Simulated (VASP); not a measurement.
A run of VASP 6.6.1:

File INCAR:

```
SYSTEM = Cu
ALGO = Normal ; EDIFF = 1E-6
ENCUT = 600 ; GGA = PE
GGA_COMPAT = .False. ; ISIF = 2
ISMEAR = 0 ; LASPH = .True.
LCHARG = .False. ; LREAL = .False.
LWAVE = .False. ; NBANDS = 12
NELM = 120 ; PREC = Accurate
SIGMA = 0.1
```

KPOINTS

```
k-points
0
Gamma
  10 10 10
  0 0 0
```

Contents of POSCAR:

```
Cu
1.0
    0.0000000000      1.8133626063      1.8133626063
    1.8133626063      0.0000000000      1.8133626063
    1.8133626063      1.8133626063      0.0000000000
Cu
1
Direct
    0.0000000000      0.0000000000      0.0000000000
```

Potentials or basis: VASP PAW PBE potentials, release 64 (Cu).

Run with:

```sh
$ cat potpaw_PBE.64/Cu/POTCAR > POTCAR
$ mpirun -np 1 vasp_std > vasp.out
```

Hardware: 1 thread of Intel(R) Xeon(R) Platinum 8375C CPU @ 2.90GHz (Ice Lake), on a shared host.

Task: Estimate the wall time of this run.

Result: Wall time 4.6 s on 1 thread of Intel(R) Xeon(R) Platinum 8375C CPU @ 2.90GHz (Ice Lake), with other jobs on the host, peak memory 0.12 GiB. Counts: scf iterations 11, k points 47.
